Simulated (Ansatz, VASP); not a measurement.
# Two plane-wave programs on TePb4Se3

```
Te Pb Se
1.0
     6.32142    0.00000    0.00000
     0.00000    6.32142    0.00000
    -3.16071   -3.16071    6.30372
Te Pb Se
1 4 3
Direct
  0.50000 0.50000 0.00000
  0.50000 0.00000 0.00000
  0.75836 0.75836 0.51672
  0.00000 0.50000 0.00000
  0.24164 0.24164 0.48328
  0.25000 0.75000 0.50000
  0.75000 0.25000 0.50000
  0.00000 0.00000 0.00000
```

Alike in both runs: task single point; functional PBE; k mesh 4 × 4 × 4; occupations gaussian, width 0.2 eV; no spin polarisation.

|  | VASP | Ansatz |
| --- | --- | --- |
| version | VASP 6.6.1 | Ansatz 0.2.0 |
| potentials or method | VASP PAW PBE potentials, release 64 (Te, Pb_d, Se), cutoff 520 eV | scalar-relativistic, plane waves, PAW |
| valence electrons in the cell | 80 | 120 |

|  | VASP | Ansatz | Ansatz less VASP |
| --- | --- | --- | --- |
| gap on the k mesh at the Fermi level (eV) | 0.29 | 0.29 | -0.003 |
| least direct gap on the mesh (eV) | 0.29 | 0.29 | -0.003 |
| pressure (GPa) | 0.0 | 0.0 | +0.02 |
| traceless stress, the component that is largest in VASP (GPa) | -0.23 | -0.23 | -0.002 |

VASP's potentials hold 80 valence electrons a cell and Ansatz's 120, so a difference there can come from the potentials and not from the codes.

Neither program's run includes spin-orbit coupling.
